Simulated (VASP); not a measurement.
# Bi2Te3 (R-3m) in VASP: notebook

Bi2Te3 is run at these levels: SVWN5, BLYP, BLYP+D4, PBE+D4, revPBE+D3(BJ); tasks: single point.

Program: VASP 6.6.1. These are calculated values, not measurements. Logs are shortened: lines on timing, memory, paths and dates and some standing lists are left out, and cuts for length are marked.

**Experimental background.**

From “Vacancy and Antisite-Induced Ferromagnetism in Liquid-Phase Exfoliated Bi2Te3”, 2024, arxiv:2412.10539, for a bulk crystal of Bi2Te3: band gap 0.17 eV.

The runs below are set against these values where they give the same quantity.

## 1. The cell of the first run

It takes space group R-3m (No. 166, trigonal). The conventional cell has a = 4.444 Å, b = 4.444 Å, c = 30.898 Å, α = 90.00°, β = 90.00°, γ = 120.00°. Within 4.1 Å of Bi (site symmetry 3m) lie 6 Te at 3.11 to 3.29 Å. Within 4.1 Å of Te (site symmetry 3m) lie 3 Bi at 3.11 Å and 3 Te at 3.69 Å. Te (site symmetry -3m) has 6 Bi at 3.29 Å and 12 Te at 4.44 to 4.61 Å within 4.7 Å.

## 2. Single point, SVWN5

INCAR reads:

```
  ALGO = Normal
  EDIFF = 1E-7
  ENCUT = 520
  GGA = VW
  ISIF = 2
  ISMEAR = -1
  LASPH = True
  LCHARG = False
  LREAL = False
  LWAVE = False
  NBANDS = 32
  NELM = 100
  PREC = Accurate
  SIGMA = 0.05
```

KPOINTS reads:

```
k-points
0
Gamma
  7 7 7
```

POSCAR reads:

```
Bi2Te3
1.0
    2.2218585726      1.2827906449     10.2994407795
   -2.2218585726      1.2827906449     10.2994407795
    0.0000000000     -2.5655812900     10.2994407795
Bi Te
2 3
Direct
    0.6000000000      0.6000000000      0.6000000000
    0.4000000000      0.4000000000      0.4000000000
    0.7905000000      0.7905000000      0.7905000000
    0.2095000000      0.2095000000      0.2095000000
    0.0000000000      0.0000000000      0.0000000000
```

Potentials or basis: VASP PAW PBE potentials, release 64 (Bi_d, Te).

Started as:

```sh
$ cat potpaw_PBE.64/Bi_d/POTCAR potpaw_PBE.64/Te/POTCAR > POTCAR
$ mpirun -np 1 vasp_std > vasp.out
```

OUTCAR:

```text
EDIFF = 1E-7
   ENCUT = 520
   GGA = VW
   ISIF = 2
   ISMEAR = -1
   LASPH = True
   LREAL = False
   NELM = 100
   PREC = Accurate

 ion  position               nearest neighbor table
   1  0.600  0.600  0.600-   4 3.11   4 3.11   4 3.11   5 3.29   5 3.29   5 3.29
   2  0.400  0.400  0.400-   3 3.11   3 3.11   3 3.11   5 3.29   5 3.29   5 3.29
   3  0.791  0.791  0.791-   2 3.11   2 3.11   2 3.11
   4  0.209  0.209  0.209-   1 3.11   1 3.11   1 3.11
   5  0.000  0.000  0.000-   1 3.29   2 3.29   1 3.29   1 3.29   2 3.29   2 3.29

  LATTYP: Found a trigonal (rhomboedric) cell.
 ALAT       =    10.6141739069
 COS(alpha) =     0.9123624111

  Lattice vectors:

 A1 = (   2.2218585726,   1.2827906449,  10.2994407795)
 A2 = (  -2.2218585726,   1.2827906449,  10.2994407795)
 A3 = (   0.0000000000,  -2.5655812900,  10.2994407795)

Analysis of symmetry for initial positions (statically):
=====================================================================
 Subroutine PRICEL returns:
 Original cell was already a primitive cell.

 Routine SETGRP: Setting up the symmetry group for a
 trigonal (rhombohedral) supercell.

 Subroutine GETGRP returns: Found 12 space group operations
 (whereof 12 operations were pure point group operations)
 out of a pool of 12 trial point group operations.

The static configuration has the point symmetry D_3d.

Analysis of symmetry for dynamics (positions and initial velocities):
=====================================================================
 Subroutine PRICEL returns:
 Original cell was already a primitive cell.

 Routine SETGRP: Setting up the symmetry group for a
 trigonal (rhombohedral) supercell.

 Subroutine GETGRP returns: Found 12 space group operations
 (whereof 12 operations were pure point group operations)
 out of a pool of 12 trial point group operations.

The dynamic configuration has the point symmetry D_3d.

 Subroutine INISYM returns: Found 12 space group operations
 (whereof 12 operations are pure point group operations),
 and found     1 'primitive' translations

----------------------------------------------------------------------------------------

                                     Primitive cell

  volume of cell :     176.1315

  direct lattice vectors                    reciprocal lattice vectors
     2.221858573  1.282790645 10.299440779     0.225036826  0.129925072  0.032364217
    -2.221858573  1.282790645 10.299440779    -0.225036826  0.129925072  0.032364217
     0.000000000 -2.565581290 10.299440779     0.000000000 -0.259850144  0.032364217

  length of vectors
    10.614173907 10.614173907 10.614173907     0.261857862  0.261857862  0.261857862

  position of ions in fractional coordinates (direct lattice)
     0.600000000  0.600000000  0.600000000
     0.400000000  0.400000000  0.400000000
     0.790500000  0.790500000  0.790500000
     0.209500000  0.209500000  0.209500000
     0.000000000  0.000000000  0.000000000

  ion indices of the primitive-cell ions
   primitive index   ion index
                 1           1
                 2           2
                 3           3
                 4           4
                 5           5

----------------------------------------------------------------------------------------

 KPOINTS: k-points

Automatic generation of k-mesh.
 Grid dimensions read from file:
 generate k-points for:    7    7    7

 Generating k-lattice:

  Cartesian coordinates                     Fractional coordinates (reciprocal lattice)
     0.032148118  0.018560725  0.004623460     0.142857143  0.000000000 -0.000000000
    -0.032148118  0.018560725  0.004623460     0.000000000  0.142857143 -0.000000000
     0.000000000 -0.037121449  0.004623460     0.000000000  0.000000000  0.142857143

  Length of vectors
     0.037408266  0.037408266  0.037408266

  Shift w.r.t. Gamma in fractional coordinates (k-lattice)
     0.000000000  0.000000000  0.000000000

 Subroutine IBZKPT returns following result:
 ===========================================

 Found     44 irreducible k-points:

 Following reciprocal coordinates:
            Coordinates               Weight
  0.000000  0.000000  0.000000      1.000000
  0.142857 -0.000000  0.000000      6.000000
  0.285714 -0.000000  0.000000      6.000000
  0.428571 -0.000000 -0.000000      6.000000
  0.142857  0.142857  0.000000      6.000000
  0.285714  0.142857  0.000000     12.000000
[... 16 lines left out ...]
  0.285714  0.285714  0.142857      6.000000
  0.428571  0.285714  0.142857     12.000000
 [... further k-points ...]
   k-points           NKPTS =     44   k-points in BZ     NKDIM =     44   number of bands    NBANDS=     32
   number of dos      NEDOS =    301   number of ions     NIONS =      5
   total plane-waves  NPLWV = 512000
   dimension x,y,z NGX =    80 NGY =   80 NGZ =   80
   dimension x,y,z NGXF=   160 NGYF=  160 NGZF=  160
   ions per type =               2   3
   NGX,Y,Z   is equivalent  to a cutoff of  12.53, 12.53, 12.53 a.u.
   NGXF,Y,Z  is equivalent  to a cutoff of  25.06, 25.06, 25.06 a.u.
 SYSTEM =  unknown system
   PREC   = accura    normal or accurate (medium, high low for compatibility)
   ISTART =      0    job   : 0-new  1-cont  2-samecut
   ICHARG =      2    charge: 1-file 2-atom 10-const
   ISPIN  =      1    spin polarized calculation?
   LNONCOLLINEAR =      F non collinear calculations
   LSORBIT =      F    spin-orbit coupling
   LASPH  =      T    aspherical Exc in radial PAW
   ENCUT  =  520.0 eV  38.22 Ry    6.18 a.u.  19.74 19.74 19.74*2*pi/ulx,y,z
   NELM   =    100;   NELMIN=  2; NELMDL= -5     # of ELM steps
   EDIFF  = 0.1E-06   stopping-criterion for ELM
   LREAL  =      F    real-space projection
   EDIFFG = 0.1E-05   stopping-criterion for IOM
   NSW    =      0    number of steps for IOM
   IBRION =     -1    ionic relax: 0-MD 1-quasi-New 2-CG
   NFREE  =      0    steps in history (QN), initial steepest desc. (CG)
   ISIF   =      2    stress and relaxation
   ISYM   =      2    0-nonsym 1-usesym 2-fastsym
   POTIM  = 0.5000    time-step for ionic-motion
   TEBEG  =    0.0;   TEEND  =   0.0 temperature during run
   PSTRESS=    0.0 pullay stress
   NELECT =      48.0000    total number of electrons
   NUPDOWN=      -1.0000    fix difference up-down
   EMIN   =  10.00;   EMAX   =-10.00  energy-range for DOS
   EFERMI =   0.00;   METHOD = LEGACY
   ISMEAR =    -1;   SIGMA  =   0.05  broadening in eV -4-tet -1-fermi 0-gaus
   EFERMI_NEDOS =   21; number of points for ismear=-14 and -15
   IALGO  =     38    algorithm
   IMIX   =      4    mixing-type and parameters
     AMIX     =   0.40;   BMIX     =  1.00
     AMIX_MAG =   1.60;   BMIX_MAG =  1.00
  volume/ion in A,a.u.               =      35.23       237.72
  Fermi-wavevector in a.u.,A,eV,Ry     =   1.061393  2.005742 15.327712  1.126555
  Thomas-Fermi vector in A             =   2.196807
   LORBIT       =      0    0 simple, 1 ext, 2 COOP (PROOUT), +10 PAW based schemes
   GGA     = VW    functional components
   LHFCALC =     F    Hartree Fock is set to
   AEXX    =    0.0000 exact exchange contribution
   IVDW    =     0    specifies the selected vdW correction
   LEPSILON=     F    determine dielectric tensor
   LRPA    =     F    only Hartree local field effects (RPA)
 non-spin polarized calculation
  energy-cutoff  :      520.00
  volume of cell :      176.13
 maximum number of plane-waves:      4763
   NGX = 39   NGY = 39   NGZ = 39

 number of electron      47.9999995 magnetization

 Free energy of the ion-electron system (eV)
  ---------------------------------------------------
  ext. energy  EPLUGINS =         0.00000000
  ---------------------------------------------------
  free energy    TOTEN  =       -21.44454890 eV

  energy without entropy =      -21.44427645  energy(sigma->0) =      -21.44441267

 E-fermi :   5.4823     XC(G=0):  -9.4011

 val. band max:        5.3683191534   @ k =   0.0000   0.0000   0.0000
 cond. band min:       5.5873755564   @ k =   0.0000   0.0000   0.0000
 fundamental gap:      0.2190564030
 Fermi energy:         5.4822931137

 k-point     1 :       0.0000    0.0000    0.0000
  band No.  band energies     occupation
      1     -17.6062      2.00000
      2     -17.6062      2.00000
      3     -17.6050      2.00000
      4     -17.6050      2.00000
      5     -17.5969      2.00000
      6     -17.5958      2.00000
[... 24 lines left out ...]
     31      10.3101      0.00000
     32      10.7455      0.00000

 k-point     2 :       0.1429   -0.0000    0.0000
  band No.  band energies     occupation
      1     -17.6076      2.00000
      2     -17.6062      2.00000
      3     -17.6046      2.00000
      4     -17.6034      2.00000
      5     -17.5960      2.00000
      6     -17.5950      2.00000
[... 24 lines left out ...]
     31       9.8011      0.00000
     32      10.4259      0.00000

 k-point     3 :       0.2857   -0.0000    0.0000
  band No.  band energies     occupation
      1     -17.6112      2.00000
      2     -17.6093      2.00000
      3     -17.6022      2.00000
      4     -17.6008      2.00000
      5     -17.5974      2.00000
      6     -17.5956      2.00000
[... 24 lines left out ...]
     31       9.2517      0.00000
     32      10.8920      0.00000

 k-point     4 :       0.4286   -0.0000   -0.0000
  band No.  band energies     occupation
      1     -17.6144      2.00000
      2     -17.6121      2.00000
      3     -17.6016      2.00000
      4     -17.5996      2.00000
      5     -17.5988      2.00000
      6     -17.5969      2.00000
[... 24 lines left out ...]
     31       9.0139      0.00000
     32      10.1605      0.00000

 k-point     5 :       0.1429    0.1429    0.0000
  band No.  band energies     occupation
      1     -17.6076      2.00000
      2     -17.6062      2.00000
      3     -17.6046      2.00000
      4     -17.6035      2.00000
      5     -17.5960      2.00000
      6     -17.5950      2.00000
[... 584 lines left out ...]
     31       8.8901      0.00000
     32      10.3840      0.00000

 k-point    22 :      -0.1429    0.1429    0.1429
  band No.  band energies     occupation
      1     -17.6112      2.00000
      2     -17.6093      2.00000
      3     -17.6022      2.00000
      4     -17.6008      2.00000
      5     -17.5974      2.00000
      6     -17.5957      2.00000
[... 24 lines left out ...]
     31       9.0324      0.00000
     32      11.0749      0.00000

 k-point    23 :       0.2857    0.2857    0.1429
  band No.  band energies     occupation
      1     -17.6076      2.00000
      2     -17.6062      2.00000
      3     -17.6046      2.00000
      4     -17.6035      2.00000
      5     -17.5960      2.00000
      6     -17.5950      2.00000
[... 24 lines left out ...]
     31      10.0863      0.00000
     32      10.3897      0.00000

 k-point    24 :       0.4286    0.2857    0.1429
  band No.  band energies     occupation
      1     -17.6092      2.00000
      2     -17.6080      2.00000
      3     -17.6028      2.00000
      4     -17.6026      2.00000
      5     -17.5958      2.00000
      6     -17.5954      2.00000
[... 24 lines left out ...]
     31       9.9305      0.00000
     32       9.9706      0.00000

 [... further k-points ...]

------------------------ aborting loop because EDIFF is reached ----------------------------------------

  FORCE on cell =-STRESS in cart. coord.  units (eV):
  Direction    XX          YY          ZZ          XY          YZ          ZX
  --------------------------------------------------------------------------------------
  -------------------------------------------------------------------------------------
  Total       -3.6287225     -3.6287225     -4.2597701      0.0000000      0.0000000      0.0000000
  in kB      -33.0086108    -33.0086108    -38.7489246      0.0000000      0.0000000      0.0000000
  external PRESSURE =     -34.9220487 kB  Pullay stress =       0.0000000 kB

 VOLUME and BASIS-vectors are now :
 -----------------------------------------------------------------------------
  energy-cutoff  :      520.00
  volume of cell :      176.13
      direct lattice vectors                 reciprocal lattice vectors
     2.221858573  1.282790645 10.299440779     0.225036826  0.129925072  0.032364217
    -2.221858573  1.282790645 10.299440779    -0.225036826  0.129925072  0.032364217
     0.000000000 -2.565581290 10.299440779     0.000000000 -0.259850144  0.032364217

 POSITION                                       TOTAL-FORCE (eV/Angst)
 -----------------------------------------------------------------------------------
      0.00000     -0.00000     18.53899         0.000000      0.000000     -0.155628
      0.00000     -0.00000     12.35933         0.000000     -0.000000      0.155628
      0.00000     -0.00000     24.42512         0.000000      0.000000     -0.390177
      0.00000     -0.00000      6.47320         0.000000     -0.000000      0.390177
      0.00000      0.00000      0.00000         0.000000      0.000000     -0.000000
 -----------------------------------------------------------------------------------
    total drift:                               -0.000000     -0.000000     -0.000000

  FREE ENERGIE OF THE ION-ELECTRON SYSTEM (eV)
  ---------------------------------------------------
  free  energy   TOTEN  =       -21.4445488980 eV

  energy  without entropy=      -21.4442764506  energy(sigma->0) =      -21.44441267
```

Run time: 11 min. Hardware: 1 thread of Intel Xeon 6975P-C (Granite Rapids), shared host; peak memory 0.7 GiB.

Results:

```
Free energy            : -21.4445 eV
Pressure               : -3.5 GPa
Largest force          : 0.390 eV/Å
Band gap on the k mesh : 0.22 eV
```

Forces in eV/Å, atoms in the order of the input:
```
Bi   0.000  0.000 -0.156
Bi   0.000  0.000  0.156
Te   0.000  0.000 -0.390
Te   0.000  0.000  0.390
Te   0.000  0.000  0.000
```

Caveat: the cell stands under tension; the PAW data sets were made with another functional, which shifts forces and pressure a little; spin-orbit coupling is left out, which moves the levels of the heavy elements; an odd mesh through Γ misses points on the zone boundary, where band edges can lie.

## 3. Single point, BLYP

This run uses another cell than the first one, of 33.87 Å³/atom.

INCAR reads:

```
PREC = Accurate
ENCUT = 520
EDIFF = 1E-6
ISMEAR = -1
SIGMA = 0.05
LREAL = F
LASPH = T
NELM = 100
ALGO = Normal
ISIF = 2
LWAVE = F
LCHARG = F
GGA = B5
ALDAX = 1.0
AGGAX = 1.0
AGGAC = 1.0
ALDAC = 0.0
NBANDS = 32
```

KPOINTS reads:

```
Automatic mesh
0
Gamma
  7 7 7
```

Edit POSCAR of step 2 so:

```diff
@@ -2,5 +2,5 @@
 1.0
-    2.2218585726      1.2827906449     10.2994407795
-   -2.2218585726      1.2827906449     10.2994407795
-    0.0000000000     -2.5655812900     10.2994407795
+    2.1930000000      1.2661291403     10.1656666667
+   -2.1930000000      1.2661291403     10.1656666667
+    0.0000000000     -2.5322582807     10.1656666667
 Bi Te
```

Potentials or basis: VASP PAW PBE potentials, release 64 (Bi_d, Te).

Started as:

```sh
$ cat potpaw_PBE.64/Bi_d/POTCAR potpaw_PBE.64/Te/POTCAR > POTCAR
$ mpirun -np 1 vasp_std > vasp.out
```

Wall time 16 min (1 thread of Intel Xeon Platinum 8559C (Emerald Rapids), shared host); peak memory 0.98 GiB.

The run converged. Its results:

- Free energy: -14.9957 eV
- Pressure: 5.6 GPa
- Largest force: 0.073 eV/Å
- Band gap on the k mesh: 0.31 eV

Forces on the atoms (eV/Å):
```
Bi   0.000  0.000 -0.039
Bi   0.000  0.000  0.039
Te   0.000  0.000  0.073
Te   0.000  0.000 -0.073
Te   0.000  0.000  0.000
```

Stress tensor (GPa, compression positive):
```
5.76 0.00 0.00
0.00 5.76 0.00
0.00 0.00 5.41
```

Levels at points of the mesh, in eV from the valence-band top:
```tsv
k point	band 22	band 23	band 24	band 25	band 26	band 27
(0.00, 0.00, 0.00)	-0.89	-0.89	0.00	0.31	0.60	0.60
```

Caveat: the cell stands under pressure; the PAW data sets were made with another functional, which shifts forces and pressure a little; spin-orbit coupling is left out, which moves the levels of the heavy elements; an odd mesh through Γ misses points on the zone boundary, where band edges can lie.

[end of part 1 of 2]
